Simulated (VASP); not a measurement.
Wanted: the native input for a VASP 6.6.1 run.

```yaml
Task: single point
Functional: PBE
Potentials_or_basis: VASP PAW PBE potentials, release 64 (V_sv)
Cutoff: 520 eV
k_mesh: 24 × 24 × 24
Occupations: gaussian, width 0.1 eV
Spin: no spin polarisation
Dipole_correction: no
Further_INCAR_settings: ALGO = Fast; EDIFF = 1e-06; NBANDS = 12
```

The structure of V lies in POSCAR:

```
V
1.0
    2.1191805306      1.2235094498      0.8648846550
   -2.1191805306      1.2235094498      0.8648846550
    0.0000000000     -2.4470188996      0.8648846550
V
1
Direct
    0.0000000000      0.0000000000      0.0000000000
```

These files were run (other wordings do the same):

INCAR

```
SYSTEM = V
  ALGO = Fast
  EDIFF = 1E-6
  ENCUT = 520
  GGA = PE
  ISIF = 2
  ISMEAR = 0
  LASPH = .True.
  LCHARG = .False.
  LREAL = .False.
  LWAVE = .False.
  NBANDS = 12
  NELM = 60
  PREC = Accurate
  SIGMA = 0.1
```

KPOINTS

```
k-points
0
Gamma
  24 24 24
  0 0 0
```

Potentials or basis: VASP PAW PBE potentials, release 64 (V_sv).

Command:

```bash
$ cat potpaw_PBE.64/V_sv/POTCAR > POTCAR
$ mpirun -np 1 vasp_std > vasp.out
```

It gave:

- Pressure: 0.4 GPa
- Band gap on the k mesh: zero (an odd number of electrons rules out a gap without spin polarisation)

It took 97 s on 1 thread of AMD EPYC 9R45 96-Core Processor (Zen 5), on a shared host, peak memory 0.27 GiB.
